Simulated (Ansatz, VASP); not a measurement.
**NbO4: VASP beside Ansatz**

```
Nb O
1.0
     4.30102    0.00000    0.00000
     0.00000    4.30102    0.00000
     0.00000    0.00000   19.00000
Nb O
1 4
Direct
  0.00000 0.00000 0.50000
  0.00000 0.00000 0.38585
  0.00000 0.00000 0.61415
  0.00000 0.50000 0.50000
  0.50000 0.00000 0.50000
```

Change from the starting cell: species swapped into a sheet of the YbCl4 type.

Alike in both runs: task single point; functional PBE; k mesh 4 × 4 × 1; occupations gaussian, width 0.1 eV; no spin polarisation.

```csv
,VASP,Ansatz
version,VASP 6.6.1,Ansatz 0.2.0
potentials or method,"VASP PAW PBE potentials, release 64 (Nb_sv, O), cutoff 520 eV","scalar-relativistic, plane waves, PAW"
valence electrons in the cell,37,37
```

Ansatz gave:

| Item | Value |
| --- | --- |
| gap on the k mesh at the Fermi level (eV) | none |
| rms of the force components (eV/Å) | 1.252 |

**Question.** Which values does VASP return?

**Answer.** gap on the k mesh at the Fermi level (eV): none; rms of the force components (eV/Å): 1.247.

Atom by atom the forces differ by 0.005 eV/Å (rms over components). A gap of «none» marks a metal or a gap that the smearing closes. With one functional, cell and mesh, what is left measures potentials, basis and numerics. Ansatz's warnings: slab cell height set.

The k mesh is coarse, so the values compare programs but aren't converged.
